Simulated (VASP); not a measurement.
A run of VASP 6.6.1 is set up as follows.

INCAR

```
SYSTEM = NiO
ALGO = Normal
EDIFF = 1E-6
ENCUT = 600
GGA = PE
GGA_COMPAT = .FALSE.
ISIF = 2
ISMEAR = 0
ISPIN = 2
LASPH = .TRUE.
LCHARG = .FALSE.
LMAXMIX = 4
LORBIT = 11
LREAL = .FALSE.
LWAVE = .FALSE.
MAGMOM = 0.88 0.88 0 0
NBANDS = 28
NELM = 200
PREC = Accurate
SIGMA = 0.1
```

File KPOINTS:

```
k-points
0
G
  6 6 6
  0 0 0
```

The input POSCAR:

```
NiO
1.0
    1.4053871559     -5.0400204968      0.0000000000
    1.4053871559      5.0400204968      0.0000000000
    0.0000000000      0.0000000000      2.7602457215
Ni O
2 2
Direct
    0.8730902716      0.1269097284      0.7500000000
    0.1269097284      0.8730902716      0.2500000000
    0.6450122446      0.3549877554      0.7500000000
    0.3549877554      0.6450122446      0.2500000000
```

Potentials or basis: VASP PAW PBE potentials, release 64 (Ni, O).

Command:

```console
$ cat potpaw_PBE.64/Ni/POTCAR potpaw_PBE.64/O/POTCAR > POTCAR
$ mpirun -np 1 vasp_std > vasp.out
```

What does it give for the site moments?

Ni +1.00; O +0.18 μB.

What does it give for the pressure?

-0.2 GPa.

Estimate the largest force.

0.019 eV/Å.

Stress tensor (GPa, compression positive):
```
-0.25  0.00  0.00
 0.00 -0.34  0.00
 0.00  0.00 -0.11
```

Caveat: the k points lie up to 0.39 Å⁻¹ apart.
